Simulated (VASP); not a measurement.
Crystal: Mg5Cd3O8.

```
CELL_PARAMETERS angstrom
8.79070 0.00000 0.00000
0.00000 8.79070 0.00000
0.00000 0.00000 8.79070
ATOMIC_POSITIONS crystal
O 0.25041 0.99880 0.00182
O 0.25339 0.00128 0.49745
O 0.25214 0.49747 0.99635
O 0.25248 0.50135 0.50125
O 0.74999 0.99830 0.00175
O 0.75251 0.00021 0.49895
O 0.75420 0.49720 0.00302
O 0.74873 0.50212 0.50548
O 0.99879 0.25400 0.00083
O 0.00042 0.24884 0.50001
O 0.99916 0.75186 0.00155
O 0.00042 0.75185 0.50038
O 0.49963 0.25307 0.99944
O 0.49667 0.25138 0.49816
O 0.49803 0.75121 0.00211
O 0.50130 0.74827 0.49589
O 0.99829 0.99810 0.25201
O 0.00005 0.00087 0.75150
O 0.00052 0.50040 0.24979
O 0.99851 0.50304 0.74858
O 0.49881 0.00498 0.25129
O 0.50140 0.00651 0.74769
O 0.50123 0.49726 0.25289
O 0.49683 0.49934 0.74688
O 0.24800 0.25250 0.24868
O 0.24995 0.25054 0.75417
O 0.24897 0.75177 0.24841
O 0.25023 0.74667 0.74671
O 0.75029 0.24746 0.24707
O 0.75226 0.25109 0.75059
O 0.74963 0.75264 0.24672
O 0.75187 0.75213 0.75171
Cd 0.00121 0.00009 0.99873
Cd 0.99756 0.49812 0.49890
Cd 0.50309 0.99916 0.99864
Cd 0.49845 0.00227 0.50330
Cd 0.50187 0.50106 0.49813
Cd 0.75329 0.74733 0.49753
Cd 0.25326 0.99869 0.75063
Cd 0.24899 0.49434 0.74765
Cd 0.75287 0.99891 0.25229
Cd 0.75066 0.49934 0.74856
Cd 0.00185 0.24885 0.25193
Cd 0.50083 0.75238 0.24939
Mg 0.99959 0.99996 0.50477
Mg 0.00090 0.50565 0.00251
Mg 0.50151 0.50041 0.99662
Mg 0.24787 0.24868 0.00079
Mg 0.24798 0.24916 0.50016
Mg 0.24932 0.75254 0.99689
Mg 0.24841 0.74679 0.49748
Mg 0.74908 0.24539 0.99837
Mg 0.74987 0.24988 0.49635
Mg 0.75104 0.75145 0.00059
Mg 0.24698 0.00352 0.25454
Mg 0.25144 0.50417 0.24953
Mg 0.74848 0.99986 0.74794
Mg 0.75299 0.49556 0.25202
Mg 0.00204 0.25376 0.74815
Mg 0.00059 0.74763 0.24942
Mg 0.00186 0.74913 0.75210
Mg 0.49826 0.25284 0.25175
Mg 0.49726 0.25087 0.74951
Mg 0.50299 0.75427 0.74944
```

| Item | Value |
| --- | --- |
| Program | VASP 6.6.1 |
| Task | relaxation of volume and atoms at fixed shape |
| Functional | PBEsol |
| Potentials or basis | VASP PAW PBE potentials, release 64 (O, Cd, Mg) |
| Cutoff | 600 eV |
| k mesh | 1 × 1 × 1, shifted |
| Occupations | fermi-dirac, width 0.05 eV |
| Spin | no spin polarisation |

At the start: pressure 8.2 GPa; volume 10.61 Å³/atom.

Problem. Where does the relaxation end?

Solution. Over 16 steps the energy falls by 88.7 meV/atom and the volume is 10.87 Å³/atom (+2.4 %); space group P1 (No. 1, to 0.1 Å) before and after.

The path:
```csv
step,energy change (eV),largest force (eV/Å),pressure (GPa),volume (Å³)
1,0.0000,3.1303,8.24,679.31
2,-4.1589,0.7814,-6.82,734.43
3,-4.2417,0.9580,-5.31,726.90
4,-5.4207,0.4914,-0.66,699.49
5,-5.4708,0.3793,0.70,692.79
6,-5.6008,0.2119,0.28,694.59
7,-5.6242,0.1968,0.04,695.73
8,-5.6511,0.1467,-0.10,696.38
9,-5.6574,0.1860,-0.21,696.87
10,-5.6682,0.0669,0.13,695.31
11,-5.6688,0.0714,0.24,694.79
12,-5.6742,0.0522,-0.08,696.22
13,-5.6743,0.0509,-0.13,696.44
14,-5.6764,0.0404,0.04,695.70
15,-5.6764,0.0427,0.05,695.66
16,-5.6774,0.0221,0.01,695.83
```

Final structure:
```
CELL_PARAMETERS angstrom
8.86135 0.00000 0.00000
0.00000 8.86135 0.00000
0.00000 0.00000 8.86135
ATOMIC_POSITIONS crystal
O 0.24861 0.00172 0.01768
O 0.23737 0.00289 0.48563
O 0.24957 0.49979 0.01442
O 0.24862 0.49776 0.47953
O 0.75184 0.00475 0.99048
O 0.76532 0.01407 0.50925
O 0.75097 0.49873 0.01131
O 0.75188 0.48420 0.47938
O 0.00132 0.26532 0.98521
O 0.00371 0.23886 0.51534
O 0.00231 0.73766 0.99602
O 0.01308 0.76155 0.50798
O 0.49914 0.26449 0.99501
O 0.49857 0.25101 0.50784
O 0.49799 0.73449 0.98748
O 0.48296 0.74956 0.51960
O 0.01080 0.98561 0.26409
O 0.98849 0.99884 0.73949
O 0.00121 0.51169 0.23520
O 0.99897 0.50477 0.76265
O 0.48631 0.01456 0.25089
O 0.51594 0.00030 0.75097
O 0.49928 0.48991 0.23452
O 0.50204 0.49916 0.76475
O 0.26074 0.25235 0.24926
O 0.25357 0.24885 0.75123
O 0.24007 0.74872 0.24902
O 0.24828 0.75248 0.75568
O 0.73672 0.26035 0.24543
O 0.74913 0.23983 0.75111
O 0.76266 0.73780 0.23621
O 0.75122 0.76339 0.76284
Cd 0.00071 0.00029 0.99972
Cd 0.00104 0.50044 0.49809
Cd 0.49966 0.00065 0.99961
Cd 0.49947 0.00168 0.50122
Cd 0.49949 0.49919 0.49726
Cd 0.75341 0.75194 0.50143
Cd 0.24970 0.00068 0.74892
Cd 0.25050 0.50056 0.75015
Cd 0.75153 0.00144 0.24997
Cd 0.75051 0.49975 0.75125
Cd 0.00035 0.25112 0.25002
Cd 0.49812 0.74792 0.24718
Mg 0.00265 0.00037 0.50271
Mg 0.00090 0.50126 0.00063
Mg 0.49968 0.49882 0.00114
Mg 0.25268 0.25704 0.00247
Mg 0.25039 0.24773 0.49657
Mg 0.24737 0.74322 0.00259
Mg 0.24530 0.75387 0.49594
Mg 0.74727 0.25641 0.99685
Mg 0.74990 0.24778 0.50362
Mg 0.75414 0.74230 0.99751
Mg 0.24709 0.00111 0.25196
Mg 0.24941 0.49963 0.24538
Mg 0.75305 0.00233 0.75080
Mg 0.75079 0.49730 0.24234
Mg 0.99772 0.24631 0.75070
Mg 0.00405 0.74760 0.24495
Mg 0.00102 0.75389 0.75340
Mg 0.49791 0.25514 0.24469
Mg 0.50272 0.25056 0.75319
Mg 0.50024 0.75080 0.75600
```

Caveat: the PAW data sets were made with another functional, which shifts forces and pressure a little.
